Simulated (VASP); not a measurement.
Crystal: Hf3B.

```
Hf B
1.0
     3.99356    0.00000    0.00000
     0.00000    3.99356    0.00000
     0.00000    0.00000    3.99356
Hf B
3 1
Cartesian
  0.0000 1.9968 1.9968
  1.9968 0.0000 1.9968
  1.9968 1.9968 0.0000
  0.0000 0.0000 0.0000
```

```yaml
Program: VASP 6.6.1
Task: relaxation of cell and atoms
Functional: PBE
Potentials_or_basis: VASP PAW PBE potentials, release 64 (Hf_pv, B)
Cutoff: 600 eV
k_mesh: 4 × 4 × 4
Occupations: gaussian, width 0.1 eV
Spin: no spin polarisation
```

At the start: pressure 13.7 GPa; volume 15.92 Å³/atom.

Task: Where does the relaxation end?

Result: Over 3 steps the energy falls by 62.3 meV/atom and the volume is 17.53 Å³/atom (+10.1 %); space group Pm-3m (No. 221, to 0.05 Å).

Step by step:
```
step  energy change (eV)  largest force (eV/Å)  pressure (GPa)  volume (Å³)
   1              0.0000                0.0000           13.74        63.69
   2             -0.0176                0.0000           -9.68        77.12
   3             -0.2493                0.0000           -0.19        70.10
```

Final structure:
```
Hf B
1.0
     4.12334    0.00000    0.00000
     0.00000    4.12334    0.00000
     0.00000    0.00000    4.12334
Hf B
3 1
Direct
  0.00000 0.50000 0.50000
  0.50000 0.00000 0.50000
  0.50000 0.50000 0.00000
  0.00000 0.00000 0.00000
```

Caveat: the k points lie up to 0.38 Å⁻¹ apart in the final cell.
